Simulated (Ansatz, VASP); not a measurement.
# One calculation of Sb3Au, two programs

```
Sb Au
1.0
    -3.01960    3.01960    3.01960
     3.01960   -3.01960    3.01960
     3.01960    3.01960   -3.01960
Sb Au
3 1
Direct
  0.00000 0.50000 0.50000
  0.50000 0.00000 0.50000
  0.50000 0.50000 0.00000
  0.00000 0.00000 0.00000
```

Change from the starting cell: volume scaled by 0.98.

Alike in both runs: task single point; functional LDA; k mesh 10 × 10 × 10; occupations fermi-dirac, width 0.05 eV; no spin polarisation.

|  | VASP | Ansatz |
| --- | --- | --- |
| version | VASP 6.6.1 | Ansatz 0.2.0 |
| potentials or method | VASP PAW LDA potentials, release 64 (Sb, Au), cutoff 520 eV | all-electron LAPW, scalar-relativistic |

Ansatz gave:

* pressure (GPa): -7.0

Question: What did VASP give for the same quantities?

Answer: Pressure (GPa): -6.8.

LDA's correlation is that of Perdew and Zunger in VASP and of Perdew and Wang (1992) in Ansatz. Ansatz ran all-electron here, and VASP with PAW potentials.

Neither program's run includes spin-orbit coupling.
